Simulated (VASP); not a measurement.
P, 4 atoms in the cell. The structure is orthorhombic, space group Cmce (No. 64). Conventional cell: a = 3.309 Å, b = 11.557 Å, c = 4.591 Å, α = 90.00°, β = 90.00°, γ = 90.00°. Within 2.9 Å of P (site symmetry m) lie 3 P at 2.23 to 2.27 Å. 

| Item | Value |
| --- | --- |
| Program | VASP 6.6.1 |
| Task | single point |
| Functional | PBE |
| Potentials or basis | VASP PAW PBE potentials, release 64 (P) |
| Cutoff | 520 eV |
| k mesh | 12 × 12 × 8 |
| Occupations | gaussian, width 0.01 eV |
| Spin | no spin polarisation |
| Dipole correction | no |
| Further INCAR settings | ALGO = Normal; EDIFF = 1e-07; NBANDS = 18 |

Potentials or basis: VASP PAW PBE potentials, release 64 (P).

Run with:

```bash
$ cat potpaw_PBE.64/P/POTCAR > POTCAR
$ mpirun -np 1 vasp_std > vasp.out
```

Hardware: 1 thread of Intel Xeon 8259CL (shared host).

Task: How long does it take, and how much memory?

Result: Wall time 8 min on 1 thread of Intel Xeon 8259CL, with other jobs on the host, peak memory 0.42 GiB. Counts: scf iterations 14, k points 215.
